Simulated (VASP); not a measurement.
Here is a VASP 6.6.1 calculation.

The input POSCAR:

```
Si
1.0
    2.4975508577      0.0000000000      0.0000000000
   -1.2487754288      2.1629424900      0.0000000000
    0.0000000000      0.0000000000      2.4314540957
Si
1
Direct
    0.0000000000      0.0000000000      0.0000000000
```

Contents of INCAR.step1:

```
SYSTEM = Si
  PREC = Accurate
  ENCUT = 520
  ISMEAR = 0
  SIGMA = 0.15
  LREAL = .FALSE.
  LASPH = .TRUE.
  NELM = 100
  NBANDS = 8
  GGA = PE
  ALGO = Normal
  EDIFF = 1E-4
  LWAVE = .TRUE.
  LCHARG = .FALSE.
```

INCAR.step2

```
SYSTEM = Si
  PREC = Accurate
  ENCUT = 520
  EDIFF = 1E-7
  ISMEAR = 0
  SIGMA = 0.15
  LREAL = .FALSE.
  LASPH = .TRUE.
  NELM = 100
  ALGO = Normal
  ISIF = 2
  LWAVE = .FALSE.
  LCHARG = .FALSE.
  METAGGA = R2SCAN
  LMIXTAU = .TRUE.
  NBANDS = 8
  ISTART = 1
```

KPOINTS

```
Automatic mesh
0
G
  24 24 24
  0 0 0
```

Potentials or basis: VASP PAW PBE potentials, release 64 (Si).

Command:

```bash
$ cat potpaw_PBE.64/Si/POTCAR > POTCAR
$ cp INCAR.step1 INCAR
$ mpirun -np 1 vasp_std > vasp.out
$ cp INCAR.step2 INCAR
$ mpirun -np 1 vasp_std > vasp.out
```

Q: Predict the pressure.

A: 18.8 GPa.

Q: What does it give for the band gap on the k mesh?

A: Zero (band 2 reaches 18.76 eV, above the bottom of band 3 at 5.84 eV).

Stress tensor (GPa, compression positive):
```
22.07  0.00  0.00
 0.00 22.07  0.00
 0.00  0.00 12.12
```

Caveat: the cell differs from its parent crystal (strain -0.050 along x and y, -0.025 along z); the PAW data sets were made with another functional, which shifts forces and pressure a little.
